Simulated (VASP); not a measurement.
Runs of VASP 6.6.1 on SiC. The structure is that of space group F-43m (No. 216), or close to it. The cells are those of the table. 

| task | cell | k mesh | cutoff (eV) | smearing | gap on the mesh (eV) | pressure (GPa) |
| --- | --- | --- | --- | --- | --- | --- |
| relaxation of cell and atoms | relaxed from a = 3.082 Å, angles 60.0, 60.0, 90.0°, 2 atoms | 14 × 14 × 14 | 600 | fermi-dirac 0.1 eV | 1.72 | 0.0 |
| single point | a = 3.142, b = 3.142, c = 3.091 Å, angles 59.5, 59.5, 90.0°, 2 atoms | 10 × 10 × 10 | 520 | gaussian 0.01 eV | 1.39 | (a) |
| single point | a = 3.111, b = 3.111, c = 3.087 Å, angles 59.7, 59.7, 90.0°, 2 atoms | 10 × 10 × 10 | 520 | gaussian 0.01 eV | 1.56 | -3.2 |
| single point | a = 3.142, b = 3.142, c = 3.093 Å, angles 59.5, 59.5, 90.0°, 2 atoms | 10 × 10 × 10 | 520 | gaussian 0.01 eV | 1.41 | -6.2 |
| single point | a = 3.111, b = 3.111, c = 3.086 Å, angles 59.7, 59.7, 90.0°, 2 atoms | 10 × 10 × 10 | 520 | gaussian 0.01 eV | 1.56 | -3.1 |
| single point | a = 3.080 Å, angles 60.0, 60.0, 90.0°, 2 atoms | 14 × 14 × 14 | 520 | fermi-dirac 0.1 eV | 1.72 | (b) |

Alike in all rows: level r2SCAN; potentials or basis VASP PAW PBE potentials, release 64 (Si, C); no spin polarisation.

Estimate the missing entries.

(a) -5.9; (b) -0.2.

Caveats: the PAW data sets were made with another functional, which shifts forces and pressure a little.

A k mesh can miss the band edges.
